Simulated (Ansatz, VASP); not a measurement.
## Zr3O in VASP and in Ansatz

```
Zr O
1.0
     5.64999    0.00000    0.00000
    -2.82499    4.89303    0.00000
     0.00000    0.00000    5.19391
Zr O
6 2
Cartesian
  -1.8661 3.2322 2.5970
  -0.9589 1.6609 0.0000
  1.8661 3.2322 0.0000
  3.7322 0.0000 2.5970
  0.9589 1.6609 2.5970
  1.9178 0.0000 0.0000
  2.8250 1.6310 3.8954
  0.0000 3.2620 1.2985
```

Alike in both runs: task single point; functional PBEsol; k mesh 6 × 6 × 4; occupations gaussian, width 0.1 eV; no spin polarisation.

```csv
,VASP,Ansatz
version,VASP 6.6.1,Ansatz 0.2.0
potentials or method,"VASP PAW PBE potentials, release 64 (Zr_sv, O), cutoff 520 eV","scalar-relativistic, plane waves, PAW"
valence electrons in the cell,84,84
```

|  | VASP | Ansatz | Ansatz less VASP |
| --- | --- | --- | --- |
| gap on the k mesh at the Fermi level (eV) | none | none | - |
| pressure (GPa) | -4.2 | -4.4 | -0.19 |
| traceless stress, the component that is largest in VASP (GPa) | 0.44 | 0.44 | -0.005 |
| rms of the force components (eV/Å) | 0.049 | 0.056 | +0.0068 |

VASP's potentials were made for PBE, not for PBEsol. Atom by atom the forces differ by 0.007 eV/Å (rms over components). A gap of «none» marks a metal or a gap that the smearing closes.
